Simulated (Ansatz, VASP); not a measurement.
# Two plane-wave programs on AlCo

```
CELL_PARAMETERS angstrom
2.86169 0.00000 0.00000
0.00000 2.86169 0.00000
0.00000 0.00000 2.73482
ATOMIC_POSITIONS crystal
Al 0.00000 0.00000 0.00000
Co 0.50000 0.50000 0.50000
```

Change from the starting cell: strain +0.015 along x and y, -0.030 along z, atoms carried along.

Alike in both runs: task single point; functional PBEsol; k mesh 16 × 16 × 16; occupations gaussian, width 0.15 eV; no spin polarisation.

|  | VASP | Ansatz |
| --- | --- | --- |
| version | VASP 6.6.1 | Ansatz 0.2.0 |
| potentials or method | VASP PAW PBE potentials, release 64 (Al, Co), cutoff 520 eV | scalar-relativistic, plane waves, PAW |
| valence electrons in the cell | 12 | 20 |

Ansatz gave:

| Item | Value |
| --- | --- |
| gap on the k mesh at the Fermi level (eV) | none |
| pressure (GPa) | 1.2 |
| traceless stress, the component that is largest in VASP (GPa) | 6.40 |

**Question.** Which values does VASP return?

**Answer.** gap on the k mesh at the Fermi level (eV): none; pressure (GPa): 1.2; traceless stress, the component that is largest in VASP (GPa): 6.41.

VASP's potentials were made for PBE, not for PBEsol. A gap of «none» marks a metal or a gap that the smearing closes. With one functional, cell and mesh, what is left measures potentials, basis and numerics. VASP's potentials hold 12 valence electrons a cell and Ansatz's 20, so a difference there can come from the potentials and not from the codes.
